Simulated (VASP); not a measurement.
# AlNi (C2/m) in VASP: relaxation of cell and atoms with PBE

Aim: the relaxation of cell and atoms of AlNi with PBE.

All numbers are computed with VASP 6.6.1; they aren't measurements. Logs are shortened: lines on timing, memory, paths and dates and some standing lists are left out, and cuts for length are marked.

### Step 1. The cell of the first run

Symmetry: C2/m, No. 12, monoclinic system. Conventional cell: a = 4.601 Å, b = 2.789 Å, c = 4.111 Å, α = 90.00°, β = 109.27°, γ = 90.00°. Al (site symmetry 2/m) has 6 Ni at 2.48 to 2.53 Å and 6 Al at 2.69 to 2.79 Å within 3.3 Å. Ni (site symmetry 2/m) has 6 Al at 2.48 to 2.53 Å and 6 Ni at 2.69 to 2.79 Å within 3.3 Å.

### Step 2. Relaxation of cell and atoms, PBE

INCAR

```
SYSTEM = AlNi
  ALGO = Normal
  EDIFF = 1E-7
  EDIFFG = -0.01
  ENCUT = 600
  GGA = PE
  GGA_COMPAT = .FALSE.
  IBRION = 2
  ISIF = 3
  ISMEAR = 0
  LASPH = .TRUE.
  LCHARG = .FALSE.
  LREAL = .FALSE.
  LWAVE = .FALSE.
  NELM = 120
  NELMIN = 4
  NSW = 100
  PREC = Accurate
  SIGMA = 0.1
```

KPOINTS

```
k-points
0
G
  24 24 14
  0 0 0
```

POSCAR

```
AlNi
1.0
    2.3006810000     -1.3946800000      0.0000000000
    2.3006810000      1.3946800000      0.0000000000
   -1.3564510000      0.0000000000      3.8808380000
Al Ni
1 1
Direct
    0.0000000000      0.0000000000      0.0000000000
    0.5000000000      0.5000000000      0.5000000000
```

Potentials or basis: VASP PAW PBE potentials, release 64 (Al, Ni).

Started as:

```console
$ cat potpaw_PBE.64/Al/POTCAR potpaw_PBE.64/Ni/POTCAR > POTCAR
$ mpirun -np 1 vasp_std > vasp.out
```

OUTCAR:

```text
SYSTEM = AlNi
   EDIFF = 1E-7
   EDIFFG = -0.01
   ENCUT = 600
   GGA = PE
   IBRION = 2
   ISIF = 3
   ISMEAR = 0
   LASPH = .TRUE.
   LREAL = .FALSE.
   NELM = 120
   NELMIN = 4
   NSW = 100
   PREC = Accurate

 ion  position               nearest neighbor table
   1  0.000  0.000  0.000-   2 2.48   2 2.48   2 2.48   2 2.48   2 2.53   2 2.53
   2  0.500  0.500  0.500-   1 2.48   1 2.48   1 2.48   1 2.48   1 2.53   1 2.53

  LATTYP: Found a base centered monoclinic cell.
 ALAT       =     4.6013620000
 B/A-ratio  =     0.6062031199
 C/A-ratio  =     0.8934454424
 COS(beta)  =    -0.3299511685

  Lattice vectors:

 A1 = (   2.3006810000,  -1.3946800000,   0.0000000000)
 A2 = (   2.3006810000,   1.3946800000,   0.0000000000)
 A3 = (  -1.3564510000,   0.0000000000,   3.8808380000)

Analysis of symmetry for initial positions (statically):
=====================================================================
 Subroutine PRICEL returns:
 Original cell was already a primitive cell.

 Routine SETGRP: Setting up the symmetry group for a
 base centered monoclinic supercell.

 Subroutine GETGRP returns: Found  4 space group operations
 (whereof  4 operations were pure point group operations)
 out of a pool of  4 trial point group operations.

The static configuration has the point symmetry C_2h.

Analysis of symmetry for dynamics (positions and initial velocities):
=====================================================================
 Subroutine PRICEL returns:
 Original cell was already a primitive cell.

 Routine SETGRP: Setting up the symmetry group for a
 base centered monoclinic supercell.

 Subroutine GETGRP returns: Found  4 space group operations
 (whereof  4 operations were pure point group operations)
 out of a pool of  4 trial point group operations.

The dynamic configuration has the point symmetry C_2h.

 Subroutine INISYM returns: Found  4 space group operations
 (whereof  4 operations are pure point group operations),
 and found     1 'primitive' translations

----------------------------------------------------------------------------------------

                                     Primitive cell

  volume of cell :      24.9050

  direct lattice vectors                    reciprocal lattice vectors
     2.300681000 -1.394680000  0.000000000     0.217326957 -0.358505177  0.075961266
     2.300681000  1.394680000  0.000000000     0.217326957  0.358505177  0.075961266
    -1.356451000  0.000000000  3.880838000     0.000000000  0.000000000  0.257676306

  length of vectors
     2.690402454  2.690402454  4.111065908     0.426059951  0.426059951  0.257676306

  position of ions in fractional coordinates (direct lattice)
     0.000000000  0.000000000  0.000000000
     0.500000000  0.500000000  0.500000000

  ion indices of the primitive-cell ions
   primitive index   ion index
                 1           1
                 2           2

----------------------------------------------------------------------------------------

 KPOINTS: k-points

Automatic generation of k-mesh.
 Grid dimensions read from file:
 generate k-points for:   24   24   14

 Generating k-lattice:

  Cartesian coordinates                     Fractional coordinates (reciprocal lattice)
     0.009055290 -0.014937716  0.003165053     0.041666667 -0.000000000  0.000000000
     0.009055290  0.014937716  0.003165053    -0.000000000  0.041666667  0.000000000
     0.000000000  0.000000000  0.018405450     0.000000000  0.000000000  0.071428571

  Length of vectors
     0.017752498  0.017752498  0.018405450

  Shift w.r.t. Gamma in fractional coordinates (k-lattice)
     0.000000000  0.000000000  0.000000000

 Subroutine IBZKPT returns following result:
 ===========================================

 Found   2114 irreducible k-points:

 Following reciprocal coordinates:
            Coordinates               Weight
  0.000000  0.000000  0.000000      1.000000
  0.041667  0.000000  0.000000      4.000000
  0.083333  0.000000 -0.000000      4.000000
  0.125000  0.000000  0.000000      4.000000
  0.166667  0.000000  0.000000      4.000000
  0.208333  0.000000 -0.000000      4.000000
[... 16 lines left out ...]
  0.416667  0.041667  0.000000      4.000000
  0.458333  0.041667  0.000000      4.000000
 [... further k-points ...]
   k-points           NKPTS =   2114   k-points in BZ     NKDIM =   2114   number of bands    NBANDS=     10
   number of dos      NEDOS =    301   number of ions     NIONS =      2
   total plane-waves  NPLWV =  20736
   dimension x,y,z NGX =    24 NGY =   24 NGZ =   36
   dimension x,y,z NGXF=    48 NGYF=   48 NGZF=   72
   ions per type =               1   1
   NGX,Y,Z   is equivalent  to a cutoff of  14.83, 14.83, 14.56 a.u.
   NGXF,Y,Z  is equivalent  to a cutoff of  29.66, 29.66, 29.12 a.u.
 SYSTEM =  AlNi
   PREC   = accura    normal or accurate (medium, high low for compatibility)
   ISTART =      0    job   : 0-new  1-cont  2-samecut
   ICHARG =      2    charge: 1-file 2-atom 10-const
   ISPIN  =      1    spin polarized calculation?
   LNONCOLLINEAR =      F non collinear calculations
   LSORBIT =      F    spin-orbit coupling
   LASPH  =      T    aspherical Exc in radial PAW
   ENCUT  =  600.0 eV  44.10 Ry    6.64 a.u.   5.37  5.37  8.21*2*pi/ulx,y,z
   NELM   =    120;   NELMIN=  4; NELMDL= -5     # of ELM steps
   EDIFF  = 0.1E-06   stopping-criterion for ELM
   LREAL  =      F    real-space projection
   EDIFFG = -.1E-01   stopping-criterion for IOM
   NSW    =    100    number of steps for IOM
   IBRION =      2    ionic relax: 0-MD 1-quasi-New 2-CG
   NFREE  =      1    steps in history (QN), initial steepest desc. (CG)
   ISIF   =      3    stress and relaxation
   ISYM   =      2    0-nonsym 1-usesym 2-fastsym
   POTIM  = 0.5000    time-step for ionic-motion
   TEBEG  =    0.0;   TEEND  =   0.0 temperature during run
   PSTRESS=    0.0 pullay stress
   NELECT =      13.0000    total number of electrons
   NUPDOWN=      -1.0000    fix difference up-down
   EMIN   =  10.00;   EMAX   =-10.00  energy-range for DOS
   EFERMI =   0.00;   METHOD = LEGACY
   ISMEAR =     0;   SIGMA  =   0.10  broadening in eV -4-tet -1-fermi 0-gaus
   EFERMI_NEDOS =   21; number of points for ismear=-14 and -15
   IALGO  =     38    algorithm
   IMIX   =      4    mixing-type and parameters
     AMIX     =   0.40;   BMIX     =  1.00
     AMIX_MAG =   1.60;   BMIX_MAG =  1.00
  volume/ion in A,a.u.               =      12.45        84.03
  Fermi-wavevector in a.u.,A,eV,Ry     =   1.318137  2.490917 23.639910  1.737484
  Thomas-Fermi vector in A             =   2.448128
   LORBIT       =      0    0 simple, 1 ext, 2 COOP (PROOUT), +10 PAW based schemes
   GGA     = PE    functional components
   LHFCALC =     F    Hartree Fock is set to
   AEXX    =    0.0000 exact exchange contribution
   IVDW    =     0    specifies the selected vdW correction
   LEPSILON=     F    determine dielectric tensor
   LRPA    =     F    only Hartree local field effects (RPA)
 conjugate gradient relaxation of ions
 non-spin polarized calculation
 Gauss-broadening in eV      SIGMA  =   0.10
  energy-cutoff  :      600.00
  volume of cell :       24.90
 maximum number of plane-waves:       848
 NGX is ok and might be reduce to    24
   NGX = 11   NGY = 11   NGZ = 17

--------------------------------------- Ionic step        1  -------------------------------------------

 number of electron      13.0000003 magnetization

 Free energy of the ion-electron system (eV)
  ---------------------------------------------------
  ext. energy  EPLUGINS =         0.00000000
  ---------------------------------------------------
  free energy    TOTEN  =       -10.04497958 eV

  energy without entropy =      -10.04129478  energy(sigma->0) =      -10.04313718

------------------------ aborting loop because EDIFF is reached ----------------------------------------

  FORCE on cell =-STRESS in cart. coord.  units (eV):
  Direction    XX          YY          ZZ          XY          YZ          ZX
  --------------------------------------------------------------------------------------
  -------------------------------------------------------------------------------------
  Total        0.4120354      0.1572393      0.3066923      0.0000000      0.0000000     -0.1026409
  in kB       26.5068831     10.1154480     19.7299932      0.0000000      0.0000000     -6.6030497
  external PRESSURE =      18.7841081 kB  Pullay stress =       0.0000000 kB

 VOLUME and BASIS-vectors are now :
 -----------------------------------------------------------------------------
  energy-cutoff  :      600.00
  volume of cell :       24.90
      direct lattice vectors                 reciprocal lattice vectors
     2.300681000 -1.394680000  0.000000000     0.217326957 -0.358505177  0.075961266
     2.300681000  1.394680000  0.000000000     0.217326957  0.358505177  0.075961266
    -1.356451000  0.000000000  3.880838000     0.000000000  0.000000000  0.257676306
[... 253 lines left out ...]
 POSITION                                       TOTAL-FORCE (eV/Angst)
 -----------------------------------------------------------------------------------
      0.00000      0.00000      0.00000         0.000000      0.000000      0.000000
      1.62122      0.00000      1.91299        -0.000000      0.000000      0.000000
 -----------------------------------------------------------------------------------
    total drift:                                0.000000      0.000000     -0.000000

  FREE ENERGIE OF THE ION-ELECTRON SYSTEM (eV)
  ---------------------------------------------------
  free  energy   TOTEN  =       -10.0539017029 eV

  energy  without entropy=      -10.0502385241  energy(sigma->0) =      -10.05207011

--------------------------------------- Ionic step        9  -------------------------------------------

 number of electron      13.0000006 magnetization

 Free energy of the ion-electron system (eV)
  ---------------------------------------------------
  ext. energy  EPLUGINS =         0.00000000
  ---------------------------------------------------
  free energy    TOTEN  =       -10.05394900 eV

  energy without entropy =      -10.05031428  energy(sigma->0) =      -10.05213164

 E-fermi :   9.1654     XC(G=0): -11.7896

 val. band max:        9.1593848092   @ k =   0.3750   0.0000   0.1429
 cond. band min:       9.1660702865   @ k =  -0.2500   0.0833   0.2143
 fundamental gap:      0.0066854772
 Fermi energy:         9.1654211733

 k-point     1 :       0.0000    0.0000    0.0000
  band No.  band energies     occupation
      1      -1.5914      2.00000
      2       5.6324      2.00000
      3       7.4946      2.00000
      4       7.5109      2.00000
      5       7.5184      2.00000
      6       7.8801      2.00000
      7       7.8829      2.00000
      8      11.8471      0.00000
      9      23.5090      0.00000
     10      23.6802      0.00000

 k-point     2 :       0.0417    0.0000    0.0000
  band No.  band energies     occupation
      1      -1.5430      2.00000
      2       5.6546      2.00000
      3       7.3191      2.00000
      4       7.5220      2.00000
      5       7.5314      2.00000
      6       7.8755      2.00000
      7       8.0657      2.00000
      8      11.8799      0.00000
      9      22.3042      0.00000
     10      22.7763      0.00000
[... 274 lines left out ...]
 k-point    24 :       0.4583    0.0417    0.0000
  band No.  band energies     occupation
      1       3.3136      2.00000
      2       5.8065      2.00000
      3       6.0552      2.00000
      4       6.8182      2.00000
      5       7.5188      2.00000
      6       8.6740      2.00000
      7       9.7993      0.00000
      8      11.3198      0.00000
      9      15.3841      0.00000
     10      16.8756      0.00000

 [... further k-points ...]

------------------------ aborting loop because EDIFF is reached ----------------------------------------

  FORCE on cell =-STRESS in cart. coord.  units (eV):
  Direction    XX          YY          ZZ          XY          YZ          ZX
  --------------------------------------------------------------------------------------
  -------------------------------------------------------------------------------------
  Total       -0.0192092      0.0053479      0.0112263      0.0000000      0.0000000      0.0020607
  in kB       -1.2199901      0.3396496      0.7129873      0.0000000      0.0000000      0.1308732
  external PRESSURE =      -0.0557844 kB  Pullay stress =       0.0000000 kB

 VOLUME and BASIS-vectors are now :
 -----------------------------------------------------------------------------
  energy-cutoff  :      600.00
  volume of cell :       25.23
      direct lattice vectors                 reciprocal lattice vectors
     2.367498319 -1.365563715 -0.055509484     0.213082910 -0.366149155  0.080588593
     2.367498319  1.365563715 -0.055509484     0.213082910  0.366149155  0.080588593
    -1.488764859  0.000000000  3.936417505     0.006009587  0.000000000  0.256310938

 POSITION                                       TOTAL-FORCE (eV/Angst)
 -----------------------------------------------------------------------------------
      0.00000      0.00000      0.00000         0.000000      0.000000      0.000000
      1.62312      0.00000      1.91270         0.000000      0.000000      0.000000
 -----------------------------------------------------------------------------------
    total drift:                                0.000000      0.000000     -0.000000

  FREE ENERGIE OF THE ION-ELECTRON SYSTEM (eV)
  ---------------------------------------------------
  free  energy   TOTEN  =       -10.0539490035 eV

  energy  without entropy=      -10.0503142847  energy(sigma->0) =      -10.05213164

 reached required accuracy - stopping structural energy minimisation
```

It took 17 min on 1 thread of Intel Xeon 6975P-C (Granite Rapids), shared host; peak memory 0.94 GiB.

What came out:

| Property | Result |
| --- | --- |
| Free energy | -10.0539 eV |
| Relaxed volume | 12.61 Å³/atom |
| Relaxed cell | a = 2.734 Å, b = 2.734 Å, c = 4.209 Å, α = 108.99°, β = 108.99°, γ = 59.94° |
| Space group after relaxing (to 0.1 Å) | R-3m (No. 166) |
| Energy gained by relaxing | 4.5 meV/atom |
| Ionic steps | 9 |
| Pressure after relaxing | 0.0 GPa |
| Band gap on the k mesh | zero (an odd number of electrons rules out a gap without spin polarisation) |

Stress tensor (GPa, compression positive):
```
-0.12  0.00  0.01
 0.00  0.03  0.00
 0.01  0.00  0.07
```

Step by step:
```tsv
step	energy change (eV)	largest force (eV/Å)	pressure (GPa)	volume (Å³)
1	0.0000	0.0000	1.88	24.90
2	-0.0023	0.0000	-1.16	25.43
3	-0.0027	0.0000	-0.36	25.29
4	-0.0040	0.0000	-0.33	25.29
5	-0.0071	0.0000	-0.21	25.28
6	-0.0060	0.0000	0.21	25.23
7	-0.0082	0.0000	-0.09	25.26
8	-0.0089	0.0000	-0.02	25.22
9	-0.0090	0.0000	-0.01	25.23
```

Final structure:
```yaml
crystal:
  lattice:
    - [2.36750, -1.36556, -0.05551]
    - [2.36750, 1.36556, -0.05551]
    - [-1.48876, 0.00000, 3.93642]
  atoms:
    - { symbol: Al, position: [0.00000, 0.00000, 0.00000] }
    - { symbol: Ni, position: [0.50000, 0.50000, 0.50000] }
```

Levels at points of the mesh, in eV from the Fermi level:
| k point | band 5 | band 6 | band 7 | band 8 | band 9 | band 10 |
| --- | --- | --- | --- | --- | --- | --- |
| (0.00, 0.00, 0.00) | -1.65 | -1.29 | -1.28 | 2.68 | 14.34 | 14.51 |
| (0.50, 0.00, 0.00) | -1.63 | -0.44 | 0.39 | 2.67 | 5.45 | 8.08 |
| (0.50, 0.50, 0.00) | -1.52 | -0.44 | -0.23 | 1.08 | 3.97 | 7.84 |
| (0.00, 0.00, 0.50) | -1.65 | -1.23 | -1.23 | 9.64 | 13.16 | 13.19 |
| (0.50, 0.00, 0.50) | -1.52 | -0.44 | -0.21 | 1.08 | 3.99 | 7.80 |
| (0.50, 0.50, 0.50) | -1.63 | -0.44 | 0.39 | 2.66 | 5.44 | 8.07 |
